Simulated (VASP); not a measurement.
Write the native input for VASP 6.6.1 that does the following.

* Task: single point
* Functional: PBEsol
* Potentials or basis: VASP PAW PBE potentials, release 64 (Fe)
* Cutoff: 520 eV
* k mesh: 20 × 20 × 20
* Occupations: fermi-dirac, width 0.08 eV
* Spin: collinear spin, ferromagnetic start
* Starting moments: [2.5, 2.5] μB
* Dipole correction: no
* Further INCAR settings: ALGO = Normal; EDIFF = 1e-07; NBANDS = 19

The structure of Fe lies in POSCAR:

```
Fe
1.0
   -1.9222209172      1.9222209172      1.0728194792
    1.9222209172     -1.9222209172      1.0728194792
    1.9222209172      1.9222209172     -1.0728194792
Fe
2
Direct
   -0.3750000000     -0.1250000000     -0.2500000000
    0.3750000000      0.1250000000      0.2500000000
```

The input as run:

INCAR

```
  ALGO = Normal
  EDIFF = 1E-7
  ENCUT = 520
  GGA = PS
  ISIF = 2
  ISMEAR = -1
  ISPIN = 2
  LASPH = T
  LCHARG = F
  LMAXMIX = 4
  LORBIT = 11
  LREAL = F
  LWAVE = F
  MAGMOM = 2.5 2.5
  NBANDS = 19
  NELM = 150
  PREC = Accurate
  SIGMA = 0.08
```

KPOINTS

```
k-points
0
Gamma
  20 20 20
```

Potentials or basis: VASP PAW PBE potentials, release 64 (Fe).

The run is started by

```bash
$ cat potpaw_PBE.64/Fe/POTCAR > POTCAR
$ mpirun -np 1 vasp_std > vasp.out
```

It gave:

- Pressure: 157.3 GPa
- Net moment: 0.70 μB per cell
- Site moments: Fe +0.34 μB

Caveat: the PAW data sets were made with another functional, which shifts forces and pressure a little.

It took 5.8 min on 1 thread of AMD EPYC 9R45 96-Core Processor (Zen 5), with other jobs on the host, peak memory 0.34 GiB.
